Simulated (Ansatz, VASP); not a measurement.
# Two plane-wave programs on ZnSe3

```
CELL_PARAMETERS angstrom
-2.76088 2.76088 2.75613
2.76088 -2.76088 2.75613
2.76088 2.76088 -2.75613
ATOMIC_POSITIONS crystal
Zn 0.50000 0.50000 0.00000
Se 0.50000 0.00000 0.50000
Se 0.00000 0.50000 0.50000
Se 0.00000 0.00000 0.00000
```

Alike in both runs: functional PBE; k mesh 12 × 12 × 12; occupations gaussian, width 0.1 eV; no spin polarisation.

Ansatz relaxed the structure, and its values are those at the end. VASP's run is a single point on that final structure, the one shown.

```csv
,VASP,Ansatz
version,VASP 6.6.1,Ansatz 0.2.0
potentials or method,"VASP PAW PBE potentials, release 64 (Zn, Se), cutoff 500 eV","scalar-relativistic, plane waves, PAW"
valence electrons in the cell,30,60
```

```csv
,VASP,Ansatz,Ansatz less VASP
gap on the k mesh at the Fermi level (eV),none,none,-
pressure (GPa),0.1,0.0,-0.11
```

A gap of «none» marks a metal or a gap that the smearing closes. VASP's potentials hold 30 valence electrons a cell and Ansatz's 60, so a difference there can come from the potentials and not from the codes.
